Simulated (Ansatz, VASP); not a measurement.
**One calculation of Hf2NbN2, two programs**

```
Hf Nb N
1.0
     4.71613    0.00000    0.00000
    -2.35807    4.08429    0.00000
     0.00000    0.00000    5.42948
Hf Nb N
2 1 2
Direct
  0.00000 0.00000 0.50000
  0.33333 0.66667 0.50000
  0.00000 0.00000 0.00000
  0.33333 0.66667 0.88483
  0.33333 0.66667 0.11517
```

Alike in both runs: functional PBE; k mesh 12 × 12 × 8; occupations gaussian, width 0.1 eV; no spin polarisation.

Ansatz relaxed the structure, and its values are those at the end. VASP's run is a single point on that final structure, the one shown.

|  | VASP | Ansatz |
| --- | --- | --- |
| version | VASP 6.6.1 | Ansatz 0.2.0 |
| potentials or method | VASP PAW PBE potentials, release 64 (Hf_pv, Nb_sv, N), cutoff 520 eV | scalar-relativistic, plane waves, PAW |
| valence electrons in the cell | 43 | 75 |

|  | VASP | Ansatz | Ansatz less VASP |
| --- | --- | --- | --- |
| gap on the k mesh at the Fermi level (eV) | none | none | - |
| pressure (GPa) | -0.3 | 0.0 | +0.27 |
| rms of the force components (eV/Å) | 0.095 | 0.000 | -0.0950 |

A gap of «none» marks a metal or a gap that the smearing closes. The functional is the same, so the differences come from potentials, cutoffs and numerics. VASP's potentials hold 43 valence electrons a cell and Ansatz's 75, so a difference there can come from the potentials and not from the codes.

Neither program's run includes spin-orbit coupling. Noted on VASP's run: the standard files for N, O and F lose accuracy on very short bonds.
